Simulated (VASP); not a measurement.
Set up this calculation in VASP 6.6.1, as the native input.

| Property | Result |
| --- | --- |
| Task | single point |
| Functional | PBE |
| Dispersion | D3(BJ) |
| Potentials or basis | VASP PAW PBE potentials, release 64 (Bi_d, Te) |
| Cutoff | 520 eV |
| k mesh | 12 × 12 × 12 |
| Occupations | gaussian, width 0.1 eV |
| Spin | no spin polarisation |
| Dipole correction | no |
| Further INCAR settings | ALGO = Normal; EDIFF = 1e-07; NBANDS = 18 |

The structure of BiTe lies in POSCAR:

```
BiTe
1.0
    0.0000000000      3.2023037314      3.2023037314
    3.2023037314      0.0000000000      3.2023037314
    3.2023037314      3.2023037314      0.0000000000
Bi Te
1 1
Direct
    0.0000000000      0.0000000000      0.0000000000
    0.5000000000      0.5000000000      0.5000000000
```

The input as run:

INCAR

```
PREC = Accurate
ENCUT = 520
EDIFF = 1E-7
ISMEAR = 0
SIGMA = 0.1
LREAL = F
LASPH = T
NELM = 60
ALGO = Normal
ISIF = 2
LWAVE = F
LCHARG = F
GGA = PE
IVDW = 12
NBANDS = 18
```

KPOINTS

```
Automatic mesh
0
Gamma
  12 12 12
```

Potentials or basis: VASP PAW PBE potentials, release 64 (Bi_d, Te).

The run is started by

```console
$ cat potpaw_PBE.64/Bi_d/POTCAR potpaw_PBE.64/Te/POTCAR > POTCAR
$ mpirun -np 1 vasp_std > vasp.out
```

Results of the run:

The pressure is 0.0 GPa. The dispersion energy per atom is -0.466 eV.

Caveat: pairwise dispersion overbinds metals, which lowers pressure and volume.

It took 31 s on 1 thread of Intel(R) Xeon(R) 6975P-C (Granite Rapids) (shared host), peak memory 0.26 GiB.
